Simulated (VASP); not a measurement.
ZrC4: relaxation of cell and atoms with PBE

The system is ZrC4.

```
CELL_PARAMETERS angstrom
0.00000 4.27684 4.27684
4.27684 0.00000 4.27684
4.27684 4.27684 0.00000
ATOMIC_POSITIONS crystal
Zr 0.25000 0.25000 0.25000
Zr 0.00000 0.00000 0.00000
C 0.12500 0.12500 0.12500
C 0.12500 0.12500 0.62500
C 0.12500 0.62500 0.12500
C 0.62500 0.12500 0.12500
C 0.62500 0.62500 0.62500
C 0.62500 0.62500 0.12500
C 0.62500 0.12500 0.62500
C 0.12500 0.62500 0.62500
```

The cell was built from a structure type or drawn by symmetry, and may not be a known phase.

- Program: VASP 6.6.1
- Task: relaxation of cell and atoms
- Functional: PBE
- Potentials or basis: VASP PAW PBE potentials, release 64 (Zr_sv, C)
- Cutoff: 600 eV
- k mesh: 4 × 4 × 4
- Occupations: gaussian, width 0.1 eV
- Spin: no spin polarisation
- Dipole correction: no
- Further INCAR settings: ALGO = Normal; EDIFF = 1e-07; IBRION = 2; EDIFFG = -0.04; NSW = 90; ISIF = 3

The relaxed volume is 20.87 Å³/atom and the relaxed cell is a = 6.658 Å, b = 6.658 Å, c = 6.658 Å, α = 60.00°, β = 60.00°, γ = 60.00°. The space group after relaxing (to 0.1 Å) is Fd-3m (No. 227), the energy gained by relaxing is 310.3 meV/atom and the ionic steps are 3. The pressure after relaxing is 0.1 GPa and the band gap on the k mesh is zero (bands 28 and 29 overlap by 0.89 eV).

The path:
```csv
step,energy change (eV),largest force (eV/Å),pressure (GPa),volume (Å³)
1,0.0000,0.0000,22.70,156.46
2,-3.0950,0.0000,-0.77,212.21
3,-3.1026,0.0000,0.07,208.73
```

Final structure:
```
Zr C
1.0
     0.00000    4.70818    4.70818
     4.70818    0.00000    4.70818
     4.70818    4.70818    0.00000
Zr C
2 8
Direct
  0.25000 0.25000 0.25000
  0.00000 0.00000 0.00000
  0.12500 0.12500 0.12500
  0.12500 0.12500 0.62500
  0.12500 0.62500 0.12500
  0.62500 0.12500 0.12500
  0.62500 0.62500 0.62500
  0.62500 0.62500 0.12500
  0.62500 0.12500 0.62500
  0.12500 0.62500 0.62500
```

Levels at points of the mesh, in eV from the Fermi level:
```tsv
k point	band 26	band 27	band 28	band 29	band 30	band 31
(0.00, 0.00, 0.00)	-0.75	0.66	0.66	0.66	0.76	0.76
(0.50, 0.00, 0.00)	-0.21	-0.02	-0.02	0.06	0.25	0.25
(0.50, 0.50, 0.00)	-0.82	-0.49	-0.49	0.11	0.11	0.22
```

It took 3.3 min on 1 thread of Intel(R) Xeon(R) Platinum 8259CL CPU @ 2.50GHz (Skylake/Cascade Lake) (shared host), peak memory 0.35 GiB.

Caveat: the volume moved by over 15 % at a fixed basis, so the end points are rough.
